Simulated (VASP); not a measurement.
Write the native input for VASP 6.6.1 that does the following.

| Property | Result |
| --- | --- |
| Task | relaxation of the atoms |
| Functional | PBEsol |
| Potentials or basis | VASP PAW PBE potentials, release 64 (Ga_d, N) |
| Cutoff | 520 eV |
| k mesh | 10 × 10 × 10 |
| Occupations | gaussian, width 0.02 eV |
| Spin | no spin polarisation |
| Dipole correction | no |
| Further INCAR settings | ALGO = Normal; EDIFF = 1e-07; IBRION = 2; EDIFFG = -0.002; NSW = 60 |

The structure of GaN lies in POSCAR:

```
GaN
1.0
    0.0000000000      2.1794272672      2.3584596826
    2.1794272672      0.0000000000      2.3584596826
    2.1794272672      2.1794272672      0.0000000000
Ga N
1 1
Direct
    0.0000000000      0.0000000000      0.0000000000
    0.2500000000      0.2500000000      0.2500000000
```

This cell differs from its parent crystal: strained cell.

The input as run:

INCAR

```
SYSTEM = GaN
PREC     = Accurate       ! precision mode
ENCUT    = 520            ! plane-wave cutoff, eV
EDIFF    = 1E-7           ! SCF threshold, eV
ISMEAR   = 0              ! smearing method
SIGMA    = 0.02           ! smearing width, eV
LREAL    = .FALSE.        ! projectors in reciprocal space
LASPH    = .TRUE.         ! aspherical terms in the spheres
NELM     = 120            ! most SCF steps
ALGO     = Normal         ! electronic algorithm
ISIF     = 2              ! what is computed and relaxed
LWAVE    = .FALSE.        ! write WAVECAR
LCHARG   = .FALSE.        ! write CHGCAR
GGA      = PS             ! functional
IBRION   = 2              ! ionic algorithm
NSW      = 60             ! ionic steps
EDIFFG   = -0.002         ! ionic threshold
GGA_COMPAT= .FALSE.      
NELMIN   = 4
```

KPOINTS

```
Automatic mesh
0
G
  10 10 10
  0 0 0
```

Potentials or basis: VASP PAW PBE potentials, release 64 (Ga_d, N).

Run with:

```bash
$ cat potpaw_PBE.64/Ga_d/POTCAR potpaw_PBE.64/N/POTCAR > POTCAR
$ mpirun -np 1 vasp_std > vasp.out
```

It gave:

| Quantity | Value |
| --- | --- |
| Pressure after relaxing | 2.3 GPa |
| Band gap on the k mesh | 1.65 eV |

Caveat: the cell differs from its parent crystal (strained cell); the PAW data sets were made with another functional, which shifts forces and pressure a little.

Wall time 39 s on 1 thread of Oxide Virtual Turin-like Processor (shared host), peak memory 0.13 GiB.
